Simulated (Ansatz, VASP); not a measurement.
## SbS in VASP and in Ansatz

```
CELL_PARAMETERS angstrom
0.00000 2.90490 2.90490
2.90490 0.00000 2.90490
2.90490 2.90490 0.00000
ATOMIC_POSITIONS crystal
Sb 0.00000 0.00000 0.00000
S 0.50000 0.50000 0.50000
```

Alike in both runs: functional PBE; k mesh 4 × 4 × 4; occupations gaussian, width 0.1 eV; no spin polarisation.

Ansatz relaxed the structure, and its values are those at the end. VASP's run is a single point on that final structure, the one shown.

|  | VASP | Ansatz |
| --- | --- | --- |
| version | VASP 6.6.1 | Ansatz 0.2.0 |
| potentials or method | VASP PAW PBE potentials, release 64 (Sb, S), cutoff 520 eV | scalar-relativistic, plane waves, PAW |
| valence electrons in the cell | 11 | 21 |

Ansatz gave:

```
gap on the k mesh at the Fermi level (eV) : none
pressure (GPa)                            : -0.1
```

Problem. What did VASP give for the same quantities?

Solution. gap on the k mesh at the Fermi level (eV): none; pressure (GPa): -0.3.

A gap of «none» marks a metal or a gap that the smearing closes. VASP's potentials hold 11 valence electrons a cell and Ansatz's 21, so a difference there can come from the potentials and not from the codes.

The k mesh is coarse, so the values compare programs but aren't converged. Spin-orbit coupling is off throughout.
